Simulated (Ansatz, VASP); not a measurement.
## Si in VASP and in Ansatz

File INCAR:

```
SYSTEM = Si
ALGO = Normal ; EDIFF = 1E-7
ENCUT = 520 ; ISIF = 2
ISMEAR = 0 ; LASPH = .True.
LCHARG = .True. ; LELF = .True.
LREAL = .False. ; LVHAR = .True.
LWAVE = .False. ; NBANDS = 11
NELM = 60 ; PREC = Accurate
SIGMA = 0.15
```

The input KPOINTS:

```
k-points
0
Gamma
  20 20 20
  0 0 0
```

Contents of POSCAR:

```
Si
1.0
   -2.1342350740      2.3713723045      1.3292653899
    2.1342350740     -2.3713723045      1.3292653899
    2.1342350740      2.3713723045     -1.3292653899
Si
2
Direct
    0.2500000000      0.7500000000      0.5000000000
    0.5000000000      0.5000000000      0.0000000000
```

Input for Ansatz:

```yaml
crystal:
  lattice:
    - [-2.134235074, 2.3713723045, 1.3292653899]
    - [2.134235074, -2.3713723045, 1.3292653899]
    - [2.134235074, 2.3713723045, -1.3292653899]
  atoms:
    - { symbol: Si, position: [0.25, 0.75, 0.5] }
    - { symbol: Si, position: [0.5, 0.5, 0.0] }
basis:
  ecutwfc: 420
kpoints:
  mp_grid: { grid: [20, 20, 20] }
hamiltonian:
  xc: lda
scf:
  occupations: { method: gaussian, width: 0.15 }
output:
  forces: true
  stress: true
  eigenvalues: true
```

Change from the starting cell: strain -0.1000 x Voigt [1, 0, 0, 0, 0, 0], atoms carried along.

Alike in both runs: task single point; functional LDA; k mesh 20 × 20 × 20; occupations gaussian, width 0.15 eV; no spin polarisation.

```csv
,VASP,Ansatz
version,VASP 6.6.1,Ansatz 0.2.0
potentials or method,"VASP PAW LDA potentials, release 64 (Si), cutoff 520 eV","scalar-relativistic, plane waves, PAW"
valence electrons in the cell,8,8
```

Ansatz gave:

| Property | Result |
| --- | --- |
| gap on the k mesh at the Fermi level (eV) | none |
| pressure (GPa) | 18.4 |
| traceless stress, the component that is largest in VASP (GPa) | 24.37 |
| rms of the force components (eV/Å) | 0.467 |

Q: Estimate VASP's values.

A: gap on the k mesh at the Fermi level (eV): none; pressure (GPa): 18.5; traceless stress, the component that is largest in VASP (GPa): 24.40; rms of the force components (eV/Å): 0.468.

LDA's correlation is that of Perdew and Zunger in VASP and of Perdew and Wang (1992) in Ansatz. Atom by atom the forces differ by 0.001 eV/Å (rms over components). A gap of «none» marks a metal or a gap that the smearing closes.
